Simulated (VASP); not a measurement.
Here is a VASP 6.6.1 calculation.

Contents of INCAR:

```
PREC = Accurate
ENCUT = 520
EDIFF = 1E-6
ISMEAR = -1
SIGMA = 0.02
LREAL = False
LASPH = True
NELM = 80
ALGO = Normal
ISIF = 2
LWAVE = False
LCHARG = False
NBANDS = 18
```

Contents of KPOINTS:

```
Automatic mesh
0
Gamma
  11 11 11
```

POSCAR

```
Ag
1.0
   -1.8189340000      1.8189340000      4.5274670000
    1.8189340000     -1.8189340000      4.5274670000
    1.8189340000      1.8189340000     -4.5274670000
Ag
2
Direct
    0.6683900000      0.6683900000      0.0000000000
    0.3316100000      0.3316100000      0.0000000000
```

Potentials or basis: VASP PAW LDA potentials, release 64 (Ag).

The run is started by

```sh
$ cat potpaw_LDA.64/Ag/POTCAR > POTCAR
$ mpirun -np 1 vasp_std > vasp.out
```

Task: What does it give for the band gap on the k mesh?

Result: Zero (band 11 reaches 4.03 eV, above the bottom of band 12 at 0.91 eV).

Task: Predict the largest force.

Result: 0.465 eV/Å.

Task: Predict the pressure.

Result: -11.2 GPa.

Forces in eV/Å, atoms in the order of the input:
```
Ag   0.000  0.000  0.465
Ag   0.000  0.000 -0.465
```
